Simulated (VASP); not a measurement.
# Sn12BrO23 (a cell with a defect) (Cassiterite) in VASP: single point with PBE

Aim: the single point of Sn12BrO23 (a cell with a defect) (Cassiterite) with PBE.

Everything below comes from runs of VASP 6.6.1. Logs are shortened: lines on timing, memory, paths and dates and some standing lists are left out, and cuts for length are marked.

### Step 1. The cell of the first run

The cell holds a defect, 36 atoms: a = 6.701 Å, b = 6.701 Å, c = 9.559 Å, α = 90.00°, β = 90.00°, γ = 90.00°.

### Step 2. Single point, PBE

INCAR

```
SYSTEM = Sn12BrO23
PREC = Accurate
ENCUT = 520
EDIFF = 1E-7
ISMEAR = -1
SIGMA = 0.01
LREAL = Auto
LASPH = .TRUE.
NELM = 100
ALGO = Normal
ISIF = 2
LWAVE = .FALSE.
LCHARG = .FALSE.
GGA = PE
NELECT = 312.0
NBANDS = 180
```

KPOINTS

```
regular mesh
0
G
  3 3 2
  0 0 0
```

POSCAR

```
Sn12BrO23
1.0
    4.7380000000      4.7380000000      0.0000000000
   -4.7380000000      4.7380000000      0.0000000000
    0.0000000000      0.0000000000      9.5595000000
Sn Br O
12 1 23
Direct
    0.0000000000      0.0000000000      0.0000000000
    0.0000000000      0.0000000000      0.3333333333
    0.0000000000      0.0000000000      0.6666666667
    0.5000000000      0.5000000000      0.0000000000
    0.5000000000      0.5000000000      0.3333333333
    0.5000000000      0.5000000000      0.6666666667
    0.5000000000      0.0000000000      0.1666666667
    0.5000000000      0.0000000000      0.5000000000
    0.5000000000      0.0000000000      0.8333333333
    0.0000000000      0.5000000000      0.1666666667
    0.0000000000      0.5000000000      0.5000000000
    0.0000000000      0.5000000000      0.8333333333
    0.3071000000      0.0000000000      0.0000000000
    0.3071000000      0.0000000000      0.3333333333
    0.3071000000      0.0000000000      0.6666666667
    0.8071000000      0.5000000000      0.0000000000
    0.8071000000      0.5000000000      0.3333333333
    0.8071000000      0.5000000000      0.6666666667
    0.5000000000      0.3071000000      0.1666666667
    0.5000000000      0.3071000000      0.5000000000
    0.5000000000      0.3071000000      0.8333333333
    0.0000000000      0.8071000000      0.1666666667
    0.0000000000      0.8071000000      0.5000000000
    0.0000000000      0.8071000000      0.8333333333
    0.6929000000      0.0000000000      0.0000000000
    0.6929000000      0.0000000000      0.3333333333
    0.6929000000      0.0000000000      0.6666666667
    0.1929000000      0.5000000000      0.0000000000
    0.1929000000      0.5000000000      0.3333333333
    0.1929000000      0.5000000000      0.6666666667
    0.5000000000      0.6929000000      0.1666666667
    0.5000000000      0.6929000000      0.5000000000
    0.5000000000      0.6929000000      0.8333333333
    0.0000000000      0.1929000000      0.1666666667
    0.0000000000      0.1929000000      0.5000000000
    0.0000000000      0.1929000000      0.8333333333
```

Potentials or basis: VASP PAW PBE potentials, release 64 (Sn_d, Br, O).

Command:

```sh
$ cat potpaw_PBE.64/Sn_d/POTCAR potpaw_PBE.64/Br/POTCAR potpaw_PBE.64/O/POTCAR > POTCAR
$ mpirun -np 1 vasp_std > vasp.out
```

OUTCAR:

```text
SYSTEM = Sn12BrO23
   PREC = Accurate
   ENCUT = 520
   EDIFF = 1E-7
   ISMEAR = -1
   LREAL = Auto
   LASPH = .TRUE.
   NELM = 100
   ISIF = 2
   GGA = PE
   NELECT = 312.0

 ion  position               nearest neighbor table
   1  0.000  0.000  0.000-  22 2.05  24 2.05  34 2.05  36 2.05  13 2.06  25 2.06   2 3.19   3 3.19
                            10 3.71  12 3.71   7 3.71   9 3.71  10 3.71  12 3.71   7 3.71   9 3.71
   2  0.000  0.000  0.333-  22 2.05  34 2.05  23 2.05  35 2.05  14 2.06  26 2.06   1 3.19   3 3.19
                             7 3.71  10 3.71  10 3.71   7 3.71   8 3.71  11 3.71  11 3.71   8 3.71
   3  0.000  0.000  0.667-  24 2.05  36 2.05  35 2.05  23 2.05  15 2.06  27 2.06   1 3.19   2 3.19
                             9 3.71  12 3.71  12 3.71   9 3.71  11 3.71  11 3.71   8 3.71   8 3.71
   4  0.500  0.500  0.000-  19 2.05  21 2.05  31 2.05  33 2.05  16 2.06  28 2.06   5 3.19   6 3.19
                            10 3.71  12 3.71   7 3.71   9 3.71   7 3.71   9 3.71  10 3.71  12 3.71
   5  0.500  0.500  0.333-  19 2.05  31 2.05  20 2.05  32 2.05  17 2.06  29 2.06   4 3.19   6 3.19
                             7 3.71  10 3.71   7 3.71  10 3.71   8 3.71   8 3.71  11 3.71  11 3.71
   6  0.500  0.500  0.667-  21 2.05  33 2.05  32 2.05  20 2.05  18 2.06  30 2.06   4 3.19   5 3.19
                             9 3.71  12 3.71   9 3.71  12 3.71   8 3.71  11 3.71  11 3.71   8 3.71
   7  0.500  0.000  0.167-  14 2.05  26 2.05  25 2.05  13 2.05  19 2.06  31 2.06   8 3.19   9 3.19
                             2 3.71   5 3.71   5 3.71   2 3.71   4 3.71   4 3.71   1 3.71   1 3.71
   8  0.500  0.000  0.500-  14 2.05  15 2.05  26 2.05  27 2.05  20 2.06  32 2.06   7 3.19   9 3.19
                             2 3.71   3 3.71   5 3.71   6 3.71   5 3.71   6 3.71   2 3.71   3 3.71
   9  0.500  0.000  0.833-  15 2.05  27 2.05  25 2.05  13 2.05  21 2.06  33 2.06   8 3.19   7 3.19
[... 29 lines left out ...]
  35  0.000  0.193  0.500-   2 2.05   3 2.05  11 2.06
  36  0.000  0.193  0.833-   3 2.05   1 2.05  12 2.06

  LATTYP: Found a simple tetragonal cell.
 ALAT       =     6.7005438585
 C/A-ratio  =     1.4266752374

  Lattice vectors:

 A1 = (   4.7380000000,   4.7380000000,   0.0000000000)
 A2 = (  -4.7380000000,   4.7380000000,   0.0000000000)
 A3 = (   0.0000000000,   0.0000000000,   9.5595000000)

Analysis of symmetry for initial positions (statically):
=====================================================================
 Subroutine PRICEL returns:
 Original cell was already a primitive cell.

 Routine SETGRP: Setting up the symmetry group for a
 simple tetragonal supercell.

 Subroutine GETGRP returns: Found  4 space group operations
 (whereof  4 operations were pure point group operations)
 out of a pool of 16 trial point group operations.

The static configuration has the point symmetry C_2v.

Analysis of symmetry for dynamics (positions and initial velocities):
=====================================================================
 Subroutine PRICEL returns:
[... 176 lines left out ...]
   EFERMI_NEDOS =   21; number of points for ismear=-14 and -15
   IALGO  =     38    algorithm
   IMIX   =      4    mixing-type and parameters
     AMIX     =   0.40;   BMIX     =  1.00
     AMIX_MAG =   1.60;   BMIX_MAG =  1.00
  volume/ion in A,a.u.               =      11.92        80.45
  Fermi-wavevector in a.u.,A,eV,Ry     =   1.472000  2.781677 29.480903  2.166785
  Thomas-Fermi vector in A             =   2.587068
   LORBIT       =      0    0 simple, 1 ext, 2 COOP (PROOUT), +10 PAW based schemes
   GGA     = PE    functional components
   LHFCALC =     F    Hartree Fock is set to
   AEXX    =    0.0000 exact exchange contribution
   IVDW    =     0    specifies the selected vdW correction
   LEPSILON=     F    determine dielectric tensor
   LRPA    =     F    only Hartree local field effects (RPA)
 non-spin polarized calculation
  energy-cutoff  :      520.00
  volume of cell :      429.20
 maximum number of plane-waves:     11628
 NGX is ok and might be reduce to    50
   NGX = 25   NGY = 25   NGZ = 35

 number of electron     312.0000087 magnetization

 Free energy of the ion-electron system (eV)
  ---------------------------------------------------
  ext. energy  EPLUGINS =         0.00000000
  ---------------------------------------------------
  free energy    TOTEN  =      -214.46923849 eV

  energy without entropy =     -214.46923849  energy(sigma->0) =     -214.46923849

 E-fermi :   6.8355     XC(G=0): -11.3287

 val. band max:        6.6214633467   @ k =   0.0000   0.0000   0.0000
 cond. band min:       7.9821865217   @ k =   0.0000   0.0000   0.0000
 fundamental gap:      1.3607231750
 Fermi energy:         6.8355417103

 k-point     1 :       0.0000    0.0000    0.0000
  band No.  band energies     occupation
      1     -16.4649      2.00000
      2     -15.4106      2.00000
      3     -15.2010      2.00000
      4     -14.9726      2.00000
      5     -14.8127      2.00000
      6     -14.6454      2.00000
[... 1357 lines left out ...]
    167      12.7694      0.00000
    168      12.9638      0.00000
 [bands above 168 left out]

------------------------ aborting loop because EDIFF is reached ----------------------------------------

  FORCE on cell =-STRESS in cart. coord.  units (eV):
  Direction    XX          YY          ZZ          XY          YZ          ZX
  --------------------------------------------------------------------------------------
  -------------------------------------------------------------------------------------
  Total       44.4679028     44.4679028     62.1133525     25.8547778      0.0000000      0.0000000
  in kB      165.9976515    165.9976515    231.8677068     96.5152868      0.0000000      0.0000000
  external PRESSURE =     187.9543366 kB  Pullay stress =       0.0000000 kB

 VOLUME and BASIS-vectors are now :
 -----------------------------------------------------------------------------
  energy-cutoff  :      520.00
  volume of cell :      429.20
      direct lattice vectors                 reciprocal lattice vectors
     4.738000000  4.738000000  0.000000000     0.105529759  0.105529759  0.000000000
    -4.738000000  4.738000000  0.000000000    -0.105529759  0.105529759  0.000000000
     0.000000000  0.000000000  9.559500000     0.000000000  0.000000000  0.104607982

 POSITION                                       TOTAL-FORCE (eV/Angst)
 -----------------------------------------------------------------------------------
      0.00000      0.00000      0.00000       -10.595742    -10.595742      0.000000
      0.00000      0.00000      3.18650        -0.165168     -0.165168      0.810240
      0.00000      0.00000      6.37300        -0.165168     -0.165168     -0.810240
      0.00000      4.73800      0.00000         0.397013      0.397013      0.000000
      0.00000      4.73800      3.18650         0.031744      0.031744      0.607504
      0.00000      4.73800      6.37300         0.031744      0.031744     -0.607504
[... 28 lines left out ...]
     -0.91396      0.91396      4.77975        -0.153880      0.186006      0.000000
     -0.91396      0.91396      7.96625         0.047393      0.209468      0.314525
 -----------------------------------------------------------------------------------
    total drift:                                0.022336      0.022336     -0.000000

  FREE ENERGIE OF THE ION-ELECTRON SYSTEM (eV)
  ---------------------------------------------------
  free  energy   TOTEN  =      -214.4692384914 eV

  energy  without entropy=     -214.4692384914  energy(sigma->0) =     -214.46923849
```

Run time: 15 min. Hardware: 1 thread of Intel Xeon Platinum 8488C (Sapphire Rapids), shared host; peak memory 0.66 GiB.

What came out:

```
Free energy   : -214.4692 eV
Largest force : 15.582 eV/Å
```

Forces on the atoms (eV/Å):
```
Sn  -10.596 -10.596   0.000
Sn   -0.165  -0.165   0.810
Sn   -0.165  -0.165  -0.810
Sn    0.397   0.397   0.000
Sn    0.032   0.032   0.608
Sn    0.032   0.032  -0.608
Sn    6.769   6.769  12.295
Sn    0.105   0.105   0.000
Sn    6.769   6.769 -12.295
Sn   -0.186  -0.186   0.500
Sn   -0.030  -0.030   0.000
Sn   -0.186  -0.186  -0.500
Br   -3.256  -3.256   0.000
O    -0.240  -0.240  -0.391
O    -0.240  -0.240   0.391
O    -0.190  -0.190   0.000
O    -0.236  -0.236  -0.223
O    -0.236  -0.236   0.223
O     0.262  -0.394  -0.284
O     0.266  -0.297   0.000
O     0.262  -0.394   0.284
O     0.209   0.047  -0.315
O     0.186  -0.154   0.000
O     0.209   0.047   0.315
O     0.298   0.298   0.000
O     0.139   0.139  -0.367
O     0.139   0.139   0.367
O     0.316   0.316   0.000
O     0.239   0.239  -0.248
O     0.239   0.239   0.248
O    -0.394   0.262  -0.284
O    -0.297   0.266   0.000
O    -0.394   0.262   0.284
O     0.047   0.209  -0.315
O    -0.154   0.186   0.000
O     0.047   0.209   0.315
```

Levels at points of the mesh, in eV from the Fermi level:
| k point | band 154 | band 155 | band 156 | band 157 | band 158 | band 159 |
| --- | --- | --- | --- | --- | --- | --- |
| (0.00, 0.00, 0.00) | -0.88 | -0.83 | -0.21 | 1.15 | 3.80 | 3.87 |
| (0.00, 0.00, 0.50) | -0.83 | -0.63 | -0.34 | 2.57 | 2.65 | 3.84 |

Caveat: the cell carries a net charge on a neutralising background, which shifts energy and pressure; the cell is charged against a uniform background, so pressure and absolute levels hang on convention; spin-orbit coupling is left out, which moves the levels of the heavy elements.
